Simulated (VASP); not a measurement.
Input of a VASP 6.6.1 run:

The input INCAR:

```
ALGO = Normal ; EDIFF = 1E-8
ENCUT = 520 ; GGA = PS
ISIF = 2 ; ISMEAR = -1
LASPH = True ; LCHARG = False
LEFG = True ; LREAL = False
LWAVE = False ; NBANDS = 24
NELM = 80 ; PREC = Accurate
SIGMA = 0.01
```

File KPOINTS:

```
k-points
0
Gamma
  9 9 5
```

File POSCAR:

```
TaN
1.0
    3.0378079159      0.0000000000      0.0000000000
   -1.5189039580      2.6308188269      0.0000000000
    0.0000000000      0.0000000000      4.9015517166
Ta N
2 2
Direct
    0.0000000000      0.0000000000      0.0000000000
    0.0000000000      0.0000000000      0.5000000000
    0.3333333333      0.6666666667      0.2500000000
    0.6666666667      0.3333333333      0.7500000000
```

Potentials or basis: VASP PAW PBE potentials, release 64 (Ta_pv, N).

Command:

```bash
$ cat potpaw_PBE.64/Ta_pv/POTCAR potpaw_PBE.64/N/POTCAR > POTCAR
$ mpirun -np 1 vasp_std > vasp.out
```

(1) What does it give for the band gap on the k mesh?

(2) What does it give for the pressure?

Answers

(1) zero (bands 16 and 17 overlap by 2.60 eV).

(2) 55.5 GPa.

Caveat: the cell stands under pressure; without QUAD_EFG the Cq values of the log hold for a quadrupole moment of 1 mb, not for the nuclei; the PAW data sets were made with another functional, which shifts forces and pressure a little; spin-orbit coupling is left out, which moves the levels of the heavy elements.
